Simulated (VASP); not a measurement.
# Re in VASP: notebook

Runs on Re. Level: PBE. Tasks: single point, relaxation of cell and atoms.

All numbers are computed with VASP 6.6.1; they aren't measurements. Logs are shortened: lines on timing, memory, paths and dates and some standing lists are left out, and cuts for length are marked.

## (1) The cell of the first run

Symmetry: Fm-3m, No. 225, cubic system. Conventional cell: a = 3.915 Å, b = 3.915 Å, c = 3.915 Å, α = 90.00°, β = 90.00°, γ = 90.00°. Re (site symmetry m-3m) has 12 Re at 2.77 Å within 3.6 Å.

This isn't the form of Re at room conditions, which is hcp.

## (2) Single point, PBE

INCAR reads:

```
ALGO = Normal
EDIFF = 1E-6
ENCUT = 520
GGA = PE
ISIF = 2
ISMEAR = 0
LASPH = T
LCHARG = F
LREAL = F
LWAVE = F
NBANDS = 38
NELM = 80
PREC = Accurate
SIGMA = 0.2
```

KPOINTS reads:

```
k-points
0
Gamma
  6 6 6
```

POSCAR reads:

```
Re
1.0
    0.0000000000      3.9152588994      3.9152588994
    3.9152588994      0.0000000000      3.9152588994
    3.9152588994      3.9152588994      0.0000000000
Re
8
Direct
    0.2500000000      0.2500000000      0.2500000000
    0.2500000000      0.2500000000      0.7500000000
    0.2500000000      0.7500000000      0.2500000000
    0.2500000000      0.7500000000      0.7500000000
    0.7500000000      0.2500000000      0.2500000000
    0.7500000000      0.2500000000      0.7500000000
    0.7500000000      0.7500000000      0.2500000000
    0.7500000000      0.7500000000      0.7500000000
```

Potentials or basis: VASP PAW PBE potentials, release 64 (Re).

Command:

```bash
$ cat potpaw_PBE.64/Re/POTCAR > POTCAR
$ mpirun -np 1 vasp_std > vasp.out
```

OUTCAR:

```text
EDIFF = 1E-6
   ENCUT = 520
   GGA = PE
   ISIF = 2
   ISMEAR = 0
   LASPH = T
   LREAL = F
   NELM = 80
   PREC = Accurate

 ion  position               nearest neighbor table
   1  0.250  0.250  0.250-   2 2.77   3 2.77   5 2.77   2 2.77   4 2.77   6 2.77   3 2.77   4 2.77
                             7 2.77   5 2.77   6 2.77   7 2.77
   2  0.250  0.250  0.750-   1 2.77   4 2.77   6 2.77   1 2.77   3 2.77   5 2.77   3 2.77   4 2.77
                             8 2.77   5 2.77   6 2.77   8 2.77
   3  0.250  0.750  0.250-   1 2.77   4 2.77   7 2.77   2 2.77   4 2.77   8 2.77   1 2.77   2 2.77
                             5 2.77   5 2.77   7 2.77   8 2.77
   4  0.250  0.750  0.750-   2 2.77   3 2.77   8 2.77   1 2.77   3 2.77   7 2.77   1 2.77   2 2.77
                             6 2.77   6 2.77   7 2.77   8 2.77
   5  0.750  0.250  0.250-   1 2.77   6 2.77   7 2.77   2 2.77   6 2.77   8 2.77   3 2.77   7 2.77
                             8 2.77   1 2.77   2 2.77   3 2.77
   6  0.750  0.250  0.750-   2 2.77   5 2.77   8 2.77   1 2.77   5 2.77   7 2.77   4 2.77   7 2.77
                             8 2.77   1 2.77   2 2.77   4 2.77
   7  0.750  0.750  0.250-   3 2.77   5 2.77   8 2.77   4 2.77   6 2.77   8 2.77   1 2.77   5 2.77
                             6 2.77   1 2.77   3 2.77   4 2.77
   8  0.750  0.750  0.750-   4 2.77   6 2.77   7 2.77   3 2.77   5 2.77   7 2.77   2 2.77   5 2.77
                             6 2.77   2 2.77   3 2.77   4 2.77

  LATTYP: Found a face centered cubic cell.
 ALAT       =     7.8305177988

  Lattice vectors:

 A1 = (   0.0000000000,   3.9152588994,   3.9152588994)
 A2 = (   3.9152588994,   0.0000000000,   3.9152588994)
 A3 = (   3.9152588994,   3.9152588994,   0.0000000000)

Analysis of symmetry for initial positions (statically):
=====================================================================
 Subroutine PRICEL returns following result:

  LATTYP: Found a face centered cubic cell.
 ALAT       =     3.9152588994

  Lattice vectors:

 A1 = (   0.0000000000,   1.9576294497,   1.9576294497)
 A2 = (   1.9576294497,   0.0000000000,   1.9576294497)
 A3 = (   1.9576294497,   1.9576294497,   0.0000000000)

   8 primitive cells build up your supercell.

 Routine SETGRP: Setting up the symmetry group for a
 face centered cubic supercell.

 Subroutine GETGRP returns: Found 48 space group operations
 (whereof 48 operations were pure point group operations)
 out of a pool of 48 trial point group operations.

The static configuration has the point symmetry O_h .

Analysis of symmetry for dynamics (positions and initial velocities):
=====================================================================
 Subroutine PRICEL returns following result:

  LATTYP: Found a face centered cubic cell.
 ALAT       =     3.9152588994

  Lattice vectors:

 A1 = (   0.0000000000,   1.9576294497,   1.9576294497)
 A2 = (   1.9576294497,   0.0000000000,   1.9576294497)
 A3 = (   1.9576294497,   1.9576294497,   0.0000000000)

   8 primitive cells build up your supercell.

 Routine SETGRP: Setting up the symmetry group for a
 face centered cubic supercell.

 Subroutine GETGRP returns: Found 48 space group operations
 (whereof 48 operations were pure point group operations)
 out of a pool of 48 trial point group operations.

The dynamic configuration has the point symmetry O_h .

 Subroutine INISYM returns: Found 48 space group operations
 (whereof 48 operations are pure point group operations),
 and found     8 'primitive' translations

----------------------------------------------------------------------------------------

                                     Primitive cell

  volume of cell :      15.0045

  direct lattice vectors                    reciprocal lattice vectors
     0.000000000  1.957629450  1.957629450    -0.255410951  0.255410951  0.255410951
     1.957629450  0.000000000  1.957629450     0.255410951 -0.255410951  0.255410951
     1.957629450  1.957629450  0.000000000     0.255410951  0.255410951 -0.255410951

  length of vectors
     2.768506118  2.768506118  2.768506118     0.442384744  0.442384744  0.442384744

  position of ions in fractional coordinates (direct lattice)
     0.500000000  0.500000000  0.500000000

  ion indices of the primitive-cell ions
   primitive index   ion index
                 1           1

----------------------------------------------------------------------------------------

 KPOINTS: k-points

Automatic generation of k-mesh.
 Grid dimensions read from file:
 generate k-points for:    6    6    6

 Generating k-lattice:

  Cartesian coordinates                     Fractional coordinates (reciprocal lattice)
    -0.021284246  0.021284246  0.021284246     0.166666667  0.000000000  0.000000000
     0.021284246 -0.021284246  0.021284246     0.000000000  0.166666667  0.000000000
     0.021284246  0.021284246 -0.021284246     0.000000000  0.000000000  0.166666667

  Length of vectors
     0.036865395  0.036865395  0.036865395

  Shift w.r.t. Gamma in fractional coordinates (k-lattice)
     0.000000000  0.000000000  0.000000000

 Subroutine IBZKPT returns following result:
 ===========================================

 Found     16 irreducible k-points:

 Following reciprocal coordinates:
            Coordinates               Weight
  0.000000  0.000000  0.000000      1.000000
  0.166667  0.000000  0.000000      8.000000
  0.333333  0.000000  0.000000      8.000000
  0.500000  0.000000  0.000000      4.000000
  0.166667  0.166667  0.000000      6.000000
  0.333333  0.166667  0.000000     24.000000
[... 8 lines left out ...]
 -0.333333  0.333333  0.166667     24.000000
 -0.333333  0.500000  0.166667     12.000000
   k-points           NKPTS =     16   k-points in BZ     NKDIM =     16   number of bands    NBANDS=     38
   number of dos      NEDOS =    301   number of ions     NIONS =      8
   total plane-waves  NPLWV =  74088
   dimension x,y,z NGX =    42 NGY =   42 NGZ =   42
   dimension x,y,z NGXF=    84 NGYF=   84 NGZF=   84
   ions per type =               8
   NGX,Y,Z   is equivalent  to a cutoff of  12.61, 12.61, 12.61 a.u.
   NGXF,Y,Z  is equivalent  to a cutoff of  25.22, 25.22, 25.22 a.u.
 SYSTEM =  unknown system
   PREC   = accura    normal or accurate (medium, high low for compatibility)
   ISTART =      0    job   : 0-new  1-cont  2-samecut
   ICHARG =      2    charge: 1-file 2-atom 10-const
   ISPIN  =      1    spin polarized calculation?
   LNONCOLLINEAR =      F non collinear calculations
   LSORBIT =      F    spin-orbit coupling
   LASPH  =      T    aspherical Exc in radial PAW
   ENCUT  =  520.0 eV  38.22 Ry    6.18 a.u.  10.30 10.30 10.30*2*pi/ulx,y,z
   NELM   =     80;   NELMIN=  2; NELMDL= -5     # of ELM steps
   EDIFF  = 0.1E-05   stopping-criterion for ELM
   LREAL  =      F    real-space projection
   EDIFFG = 0.1E-04   stopping-criterion for IOM
   NSW    =      0    number of steps for IOM
   IBRION =     -1    ionic relax: 0-MD 1-quasi-New 2-CG
   NFREE  =      0    steps in history (QN), initial steepest desc. (CG)
   ISIF   =      2    stress and relaxation
   ISYM   =      2    0-nonsym 1-usesym 2-fastsym
   POTIM  = 0.5000    time-step for ionic-motion
   TEBEG  =    0.0;   TEEND  =   0.0 temperature during run
   PSTRESS=    0.0 pullay stress
   NELECT =      56.0000    total number of electrons
   NUPDOWN=      -1.0000    fix difference up-down
   EMIN   =  10.00;   EMAX   =-10.00  energy-range for DOS
   EFERMI =   0.00;   METHOD = LEGACY
   ISMEAR =     0;   SIGMA  =   0.20  broadening in eV -4-tet -1-fermi 0-gaus
   EFERMI_NEDOS =   21; number of points for ismear=-14 and -15
   IALGO  =     38    algorithm
   IMIX   =      4    mixing-type and parameters
     AMIX     =   0.40;   BMIX     =  1.00
     AMIX_MAG =   1.60;   BMIX_MAG =  1.00
  volume/ion in A,a.u.               =      15.00       101.26
  Fermi-wavevector in a.u.,A,eV,Ry     =   1.269698  2.399381 21.934393  1.612132
  Thomas-Fermi vector in A             =   2.402725
   LORBIT       =      0    0 simple, 1 ext, 2 COOP (PROOUT), +10 PAW based schemes
   GGA     = PE    functional components
   LHFCALC =     F    Hartree Fock is set to
   AEXX    =    0.0000 exact exchange contribution
   IVDW    =     0    specifies the selected vdW correction
   LEPSILON=     F    determine dielectric tensor
   LRPA    =     F    only Hartree local field effects (RPA)
 non-spin polarized calculation
 Gauss-broadening in eV      SIGMA  =   0.20
  energy-cutoff  :      520.00
  volume of cell :      120.04
 maximum number of plane-waves:      3250
 NGX is ok and might be reduce to    42
   NGX = 21   NGY = 21   NGZ = 21

 number of electron      56.0000004 magnetization

 Free energy of the ion-electron system (eV)
  ---------------------------------------------------
  ext. energy  EPLUGINS =         0.00000000
  ---------------------------------------------------
  free energy    TOTEN  =       -98.98019172 eV

  energy without entropy =      -98.87122120  energy(sigma->0) =      -98.92570646

 E-fermi :   7.9005     XC(G=0): -13.6248

 val. band max:        7.8992113395   @ k =  -0.3333   0.5000   0.1667
 cond. band min:       7.9569257734   @ k =   0.5000   0.3333   0.1667
 fundamental gap:      0.0577144339
 Fermi energy:         7.9004691211

 k-point     1 :       0.0000    0.0000    0.0000
  band No.  band energies     occupation
      1      -2.0827      2.00000
      2       1.1715      2.00000
      3       1.1715      2.00000
      4       1.1715      2.00000
      5       1.1715      2.00000
      6       1.2522      2.00000
[... 30 lines left out ...]
     37      11.6186      0.00000
     38      11.6287      0.00000

 k-point     2 :       0.1667    0.0000    0.0000
  band No.  band energies     occupation
      1      -1.7693      2.00000
      2       1.1587      2.00000
      3       1.4448      2.00000
      4       1.4448      2.00000
      5       1.4448      2.00000
      6       1.4673      2.00000
[... 30 lines left out ...]
     37      11.6422      0.00000
     38      11.6713      0.00000
[... 531 lines left out ...]
     37      10.6645      0.00000
     38      10.7005      0.00000

 k-point    16 :      -0.3333    0.5000    0.1667
  band No.  band energies     occupation
      1       1.2523      2.00000
      2       1.2523      2.00000
      3       2.0399      2.00000
      4       2.0399      2.00000
      5       3.3214      2.00000
      6       3.3214      2.00000
[... 30 lines left out ...]
     37      10.0250      0.00000
     38      10.0278      0.00000

------------------------ aborting loop because EDIFF is reached ----------------------------------------

  FORCE on cell =-STRESS in cart. coord.  units (eV):
  Direction    XX          YY          ZZ          XY          YZ          ZX
  --------------------------------------------------------------------------------------
  -------------------------------------------------------------------------------------
  Total       -0.3630369     -0.3630369     -0.3630369      0.0000000      0.0000000      0.0000000
  in kB       -4.8456259     -4.8456259     -4.8456259      0.0000000      0.0000000      0.0000000
  external PRESSURE =      -4.8456259 kB  Pullay stress =       0.0000000 kB

 VOLUME and BASIS-vectors are now :
 -----------------------------------------------------------------------------
  energy-cutoff  :      520.00
  volume of cell :      120.04
      direct lattice vectors                 reciprocal lattice vectors
     0.000000000  3.915258899  3.915258899    -0.127705476  0.127705476  0.127705476
     3.915258899  0.000000000  3.915258899     0.127705476 -0.127705476  0.127705476
     3.915258899  3.915258899  0.000000000     0.127705476  0.127705476 -0.127705476

 POSITION                                       TOTAL-FORCE (eV/Angst)
 -----------------------------------------------------------------------------------
      1.95763      1.95763      1.95763        -0.000000      0.000000     -0.000000
      3.91526      3.91526      1.95763         0.000000      0.000000     -0.000000
      3.91526      1.95763      3.91526        -0.000000     -0.000000     -0.000000
      5.87289      3.91526      3.91526         0.000000      0.000000     -0.000000
      1.95763      3.91526      3.91526        -0.000000     -0.000000      0.000000
      3.91526      5.87289      3.91526        -0.000000     -0.000000      0.000000
      3.91526      3.91526      5.87289         0.000000     -0.000000      0.000000
      5.87289      5.87289      5.87289        -0.000000      0.000000     -0.000000
 -----------------------------------------------------------------------------------
    total drift:                                0.000000      0.000000      0.000000

  FREE ENERGIE OF THE ION-ELECTRON SYSTEM (eV)
  ---------------------------------------------------
  free  energy   TOTEN  =       -98.9801917220 eV

  energy  without entropy=      -98.8712211956  energy(sigma->0) =      -98.92570646
```

Run time: 53 s. Hardware: 1 thread of Intel Xeon 6975P-C (Granite Rapids), shared host; peak memory 0.27 GiB.

What came out:

```yaml
Free_energy: -98.9802 eV
Pressure: -0.5 GPa
Band_gap_on_the_k_mesh: zero (bands 28 and 29 overlap by 1.86 eV)
```

Caveat: spin-orbit coupling is left out, which moves the levels of the heavy elements.

(Part 1 of 2 ends here.)

The gap in the log of VASP goes by the Fermi energy; the results here count the filled bands.